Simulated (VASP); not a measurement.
HfN: single point with LDA

Crystal: HfN.

```
Hf N
1.0
     0.00000    2.39345    2.33208
     2.39345    0.00000    2.33208
     2.39345    2.39345    0.00000
Hf N
1 1
Cartesian
  0.0000 0.0000 0.0000
  3.5902 3.5902 3.4981
```

This cell differs from its parent crystal: strain -0.025 along x and y, -0.050 along z.

```
Program             : VASP 6.6.1
Task                : single point
Functional          : LDA
Potentials or basis : VASP PAW LDA potentials, release 64 (Hf_pv, N)
Cutoff              : 520 eV
k mesh              : 16 × 16 × 16
Occupations         : gaussian, width 0.15 eV
Spin                : no spin polarisation
```

- Pressure: 12.6 GPa
- Band gap on the k mesh: zero (an odd number of electrons rules out a gap without spin polarisation)

Stress tensor (GPa, compression positive):
```
11.34  0.00  0.00
 0.00 11.34  0.00
 0.00  0.00 15.04
```

Levels at points of the mesh, in eV from the Fermi level:
| k point | band 6 | band 7 | band 8 | band 9 | band 10 | band 11 |
| --- | --- | --- | --- | --- | --- | --- |
| (0.00, 0.00, 0.00) | -5.96 | -5.89 | -0.37 | 2.17 | 2.55 | 7.04 |
| (0.50, 0.00, 0.00) | -5.33 | -5.19 | 1.72 | 2.95 | 2.99 | 4.61 |
| (0.50, 0.50, 0.00) | -3.71 | -3.71 | -1.01 | 2.46 | 4.44 | 5.21 |
| (0.50, 0.00, 0.50) | -3.69 | -3.60 | -1.20 | 2.35 | 4.49 | 5.17 |

Run time: 78 s on 1 thread of AMD EPYC 9R45 96-Core Processor (Zen 5) (shared host), peak memory 0.22 GiB.

Caveat: the cell differs from its parent crystal (strain -0.025 along x and y, -0.050 along z); the cell stands under pressure; spin-orbit coupling is left out, which moves the levels of the heavy elements; an odd number of electrons without spin polarisation forces a metal; a magnetic or distorted state may lie lower.
